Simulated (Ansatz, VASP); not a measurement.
Two plane-wave programs on CdSe

```
CELL_PARAMETERS angstrom
0.00000 3.01000 3.01000
3.01000 0.00000 3.01000
3.01000 3.01000 0.00000
ATOMIC_POSITIONS crystal
Cd 0.00000 0.00000 0.00000
Se 0.25000 0.25000 0.25000
```

Alike in both runs: task single point; functional PBE; k mesh 8 × 8 × 8; non-collinear spin, spin-orbit coupling.

```csv
,VASP,Ansatz
version,VASP 6.6.1,Ansatz 0.2.0
potentials or method,"VASP PAW PBE potentials, release 64 (Cd, Se)","plane waves, PAW"
plane-wave cutoff (eV),520,420
occupations,"gaussian, width 0.01 eV",fixed
valence electrons in the cell,18,36
```

```csv
,VASP,Ansatz,Ansatz less VASP
net moment per atom (μB),0.00,0.00,0.000
```

VASP's potentials hold 18 valence electrons a cell and Ansatz's 36, so a difference there can come from the potentials and not from the codes.
